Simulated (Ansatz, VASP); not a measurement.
# Two plane-wave programs on AlNi3

Contents of INCAR:

```
ALGO = Normal ; EDIFF = 1E-6
ENCUT = 520 ; GGA = PE
ISIF = 2 ; ISMEAR = 0
ISPIN = 2 ; LASPH = T
LCHARG = F ; LMAXMIX = 4
LORBIT = 11 ; LREAL = F
LWAVE = F ; MAGMOM = 0 0.3 0.3 0.3
NBANDS = 28 ; NELM = 150
PREC = Accurate ; SIGMA = 0.1
```

The input KPOINTS:

```
k-points
0
Gamma
  14 14 14
```

Contents of POSCAR:

```
AlNi3
1.0
    3.5310120760      0.0000000000      0.0000000000
    0.0000000000      3.5310120760      0.0000000000
    0.0000000000      0.0000000000      3.5310120760
Al Ni
1 3
Direct
    0.0000000000      0.0000000000      0.0000000000
    0.0000000000      0.5000000000      0.5000000000
    0.5000000000      0.0000000000      0.5000000000
    0.5000000000      0.5000000000      0.0000000000
```

Input for Ansatz:

```yaml
crystal:
  lattice:
    - [3.531012076, 0.0, 0.0]
    - [0.0, 3.531012076, 0.0]
    - [0.0, 0.0, 3.531012076]
  atoms:
    - { symbol: Al, position: [0.0, 0.0, 0.0] }
    - { symbol: Ni, position: [0.0, 0.5, 0.5], spin: 0.3 }
    - { symbol: Ni, position: [0.5, 0.0, 0.5], spin: 0.3 }
    - { symbol: Ni, position: [0.5, 0.5, 0.0], spin: 0.3 }
basis:
  ecutwfc: 420
kpoints:
  mp_grid: { grid: [14, 14, 14] }
hamiltonian:
  xc: pbe
scf:
  occupations: { method: gaussian, width: 0.1 }
output:
  forces: true
  stress: true
  eigenvalues: true
  populations: true
magnetization:
  spin_polarized: true
```

Change from the starting cell: equal strain along all axes, cell held, atoms relaxed: -1.0 %.

Alike in both runs: task single point; functional PBE; k mesh 14 × 14 × 14; occupations gaussian, width 0.1 eV; collinear spin.

|  | VASP | Ansatz |
| --- | --- | --- |
| version | VASP 6.6.1 | Ansatz 0.2.0 |
| potentials or method | VASP PAW PBE potentials, release 64 (Al, Ni), cutoff 520 eV | scalar-relativistic, plane waves, PAW |
| valence electrons in the cell | 33 | 57 |

```tsv
	VASP	Ansatz	Ansatz less VASP
gap on the k mesh at the Fermi level (eV)	none	none	-
pressure (GPa)	5.9	5.9	-0.01
net moment per atom (μB)	0.17	0.18	+0.007
size of the moment on the site where the two differ most (μB)	0.25	0.27	+0.021
```

Site moments also hang on the region over which each program counts them. A gap of «none» marks a metal or a gap that the smearing closes. VASP's potentials hold 33 valence electrons a cell and Ansatz's 57, so a difference there can come from the potentials and not from the codes.
